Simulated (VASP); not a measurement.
Runs of VASP 6.6.1 on P. The structure is that of space group Pm-3m (No. 221), or close to it. The cells are those of the table. 

```tsv
cell	gap on the mesh (eV)	pressure (GPa)
a = 4.166, b = 4.166, c = 4.378 Å, 1 atom	none	-4.3
a = 4.273, b = 4.273, c = 4.269 Å, 1 atom	none	-4.1
a = 4.059, b = 4.059, c = 4.269 Å, 1 atom	none	(b)
a = 4.059, b = 4.059, c = 4.159 Å, 1 atom	none	-5.4
a = 4.380, b = 4.380, c = 4.378 Å, 1 atom	none	(a)
```

Alike in all rows: task single point; level PBEsol; potentials or basis VASP PAW PBE potentials, release 64 (P); no spin polarisation; k mesh 12 × 12 × 12; cutoff (eV) 520; smearing gaussian 0.15 eV.

Question: Estimate the missing entries.

Answer: (a) -3.4; (b) -5.1.

Caveats: the PAW data sets were made with another functional, which shifts forces and pressure a little.

A gap of «none» marks levels without a gap at the run's occupations.
